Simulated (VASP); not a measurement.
Here is a VASP 6.6.1 calculation.

Contents of INCAR:

```
SYSTEM = CdSe
ALGO     = Normal         ! electronic algorithm
EDIFF    = 1E-7           ! SCF threshold, eV
EDIFFG   = -0.01          ! ionic threshold
ENCUT    = 600            ! plane-wave cutoff, eV
GGA      = RE             ! functional
IBRION   = 2              ! ionic algorithm
ISIF     = 3              ! what is computed and relaxed
ISMEAR   = -1             ! smearing method
LASPH    = .True.         ! aspherical terms in the spheres
LCHARG   = .False.        ! write CHGCAR
LREAL    = .False.        ! projectors in reciprocal space
LWAVE    = .False.        ! write WAVECAR
NELM     = 80             ! most SCF steps
NSW      = 60             ! ionic steps
PREC     = Accurate       ! precision mode
SIGMA    = 0.05           ! smearing width, eV
```

File KPOINTS:

```
k-points
0
Gamma
  8 8 8
  0 0 0
```

The input POSCAR:

```
CdSe
1.0
    0.0000000000      2.8739580000      2.8739580000
    2.8739580000      0.0000000000      2.8739580000
    2.8739580000      2.8739580000      0.0000000000
Cd Se
1 1
Direct
    0.0000000000      0.0000000000      0.0000000000
    0.5000000000      0.5000000000      0.5000000000
```

Potentials or basis: VASP PAW PBE potentials, release 64 (Cd, Se).

The run is started by

```sh
$ cat potpaw_PBE.64/Cd/POTCAR potpaw_PBE.64/Se/POTCAR > POTCAR
$ mpirun -np 1 vasp_std > vasp.out
```

What does it give for the band gap on the k mesh?

Zero (band 9 reaches 2.09 eV, above the bottom of band 10 at 1.74 eV).

What does it give for the space group after relaxing (to 0.05 Å)?

Fm-3m (No. 225).

Final structure:
```cif
data_structure
_symmetry_space_group_name_H-M 'P 1'
_symmetry_Int_Tables_number 1
_cell_length_a 4.1014
_cell_length_b 4.1014
_cell_length_c 4.1014
_cell_angle_alpha 60.000
_cell_angle_beta 60.000
_cell_angle_gamma 60.000
_cell_volume 48.78
loop_
_atom_site_label
_atom_site_type_symbol
_atom_site_fract_x
_atom_site_fract_y
_atom_site_fract_z
_atom_site_occupancy
Cd1 Cd 0.00000 0.00000 0.00000 1
Se1 Se 0.50000 0.50000 0.50000 1
```
